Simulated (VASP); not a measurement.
## Mg3PN: single point with PBE

The system is Mg3PN.

```
CELL_PARAMETERS angstrom
4.18340 0.00000 0.00000
0.00000 4.18340 0.00000
0.00000 0.00000 4.18340
ATOMIC_POSITIONS crystal
P 0.00000 0.00000 0.00000
N 0.50000 0.50000 0.50000
Mg 0.50000 0.50000 0.00000
Mg 0.50000 0.00000 0.50000
Mg 0.00000 0.50000 0.50000
```

* Program: VASP 6.6.1
* Task: single point
* Functional: PBE
* Potentials or basis: VASP PAW PBE potentials, release 64 (P, N, Mg)
* Cutoff: 600 eV
* k mesh: 8 × 8 × 8
* Occupations: gaussian, width 0.02 eV
* Spin: no spin polarisation

| Item | Value |
| --- | --- |
| Pressure | -0.3 GPa |
| Band gap on the k mesh | 1.76 eV (least direct gap 1.77 eV) |

Levels at points of the mesh, in eV from the valence-band top:
| k point | band 5 | band 6 | band 7 | band 8 | band 9 | band 10 | band 11 | band 12 |
| --- | --- | --- | --- | --- | --- | --- | --- | --- |
| (0.00, 0.00, 0.00) | -3.40 | 0.00 | 0.00 | 0.00 | 1.77 | 1.77 | 1.83 | 6.88 |
| (0.50, 0.00, 0.00) | -2.79 | -2.79 | -0.95 | -0.95 | 2.81 | 3.99 | 5.77 | 5.92 |
| (0.50, 0.50, 0.00) | -2.60 | -0.85 | -0.85 | -0.43 | 1.76 | 2.59 | 4.16 | 4.16 |
| (0.50, 0.50, 0.50) | -3.88 | -3.16 | -3.16 | -3.16 | 4.31 | 4.31 | 4.31 | 7.96 |

Run time: 29 s on 1 thread of Intel(R) Xeon(R) Platinum 8559C (Emerald Rapids), on a shared host, peak memory 0.22 GiB.

A k mesh can miss the band edges.
